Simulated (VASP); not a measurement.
Input of a VASP 6.6.1 run:

POSCAR

```
Ir
1.0
    0.0000000000      1.8828426525      1.8828426525
    1.8828426525      0.0000000000      1.8828426525
    1.8828426525      1.8828426525      0.0000000000
Ir
1
Direct
    0.0000000000      0.0000000000      0.0000000000
```

Contents of INCAR.step1:

```
ALGO = Normal
EDIFF = 1E-4
ENCUT = 520
GGA = PE
ISMEAR = 0
LASPH = T
LCHARG = F
LREAL = F
LWAVE = T
NBANDS = 10
NELM = 60
PREC = Accurate
SIGMA = 0.1
```

File INCAR.step2:

```
ALGO = Normal
EDIFF = 1E-6
ENCUT = 520
ISIF = 2
ISMEAR = 0
ISTART = 1
LASPH = T
LCHARG = F
LMIXTAU = T
LREAL = F
LWAVE = F
METAGGA = R2SCAN
NBANDS = 10
NELM = 60
PREC = Accurate
SIGMA = 0.1
```

The input KPOINTS:

```
k-points
0
Gamma
  18 18 18
```

Potentials or basis: VASP PAW PBE potentials, release 64 (Ir).

Run with:

```sh
$ cat potpaw_PBE.64/Ir/POTCAR > POTCAR
$ cp INCAR.step1 INCAR
$ mpirun -np 1 vasp_std > vasp.out
$ cp INCAR.step2 INCAR
$ mpirun -np 1 vasp_std > vasp.out
```

(1) Estimate the pressure.

Results:

(1) 30.8 GPa.

Caveat: the PAW data sets were made with another functional, which shifts forces and pressure a little.
